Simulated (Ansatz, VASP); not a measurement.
# KF: VASP beside Ansatz

File INCAR:

```
SYSTEM = KF
PREC = Accurate ; ENCUT = 520
EDIFF = 1E-7 ; ISMEAR = -1
SIGMA = 0.1 ; LREAL = .False.
LASPH = .True. ; NELM = 150
ALGO = Normal ; ISIF = 2
LWAVE = .False. ; LCHARG = .False.
LNONCOLLINEAR = .True. ; MAGMOM = -0.036 0.113 0.308 0 0 0
LORBIT = 11 ; GGA = PE
NBANDS = 28
```

KPOINTS

```
regular mesh
0
Gamma
  6 6 6
  0 0 0
```

POSCAR

```
KF
1.0
    3.2589550000      0.0000000000      0.0000000000
    0.0000000000      3.2589550000      0.0000000000
    0.0000000000      0.0000000000      3.2589550000
K F
1 1
Direct
    0.0000000000      0.0000000000      0.0000000000
    0.5000000000      0.5000000000      0.5000000000
```

The input input.yaml:

```yaml
crystal:
  lattice:
    - [3.258955, 0.0, 0.0]
    - [0.0, 3.258955, 0.0]
    - [0.0, 0.0, 3.258955]
  atoms:
    - { symbol: K, position: [0.0, 0.0, 0.0], spin: 0.33, spin_axis: [-0.109076, 0.342379, 0.933209] }
    - { symbol: F, position: [0.5, 0.5, 0.5] }
kpoints:
  mp_grid: { grid: [6, 6, 6] }
scf:
  occupations: { method: fermi_dirac, width: 0.1 }
hamiltonian:
  xc: pbe
  pseudopotentials: { kind: all_electron, lapw: { basis_error: 0.001 } }
magnetization:
  noncollinear: true
output:
  forces: true
  stress: true
  eigenvalues: true
```

Alike in both runs: task single point; functional PBE; k mesh 6 × 6 × 6; occupations fermi-dirac, width 0.1 eV; non-collinear spin.

```csv
,VASP,Ansatz
version,VASP 6.6.1,Ansatz 0.2.0
potentials or method,"VASP PAW PBE potentials, release 64 (K_sv, F), cutoff 520 eV","all-electron LAPW, scalar-relativistic"
```

Ansatz gave:

```
gap on the k mesh at the Fermi level (eV) : 6.27
least direct gap on the mesh (eV)         : 6.32
pressure (GPa)                            : 0.0
net moment per atom (μB)                  : 0.00
```

Question: Which values does VASP return?

Answer: gap on the k mesh at the Fermi level (eV): 6.26; least direct gap on the mesh (eV): 6.31; pressure (GPa): 0.0; net moment per atom (μB): 0.00.

Ansatz ran all-electron here, and VASP with PAW potentials.
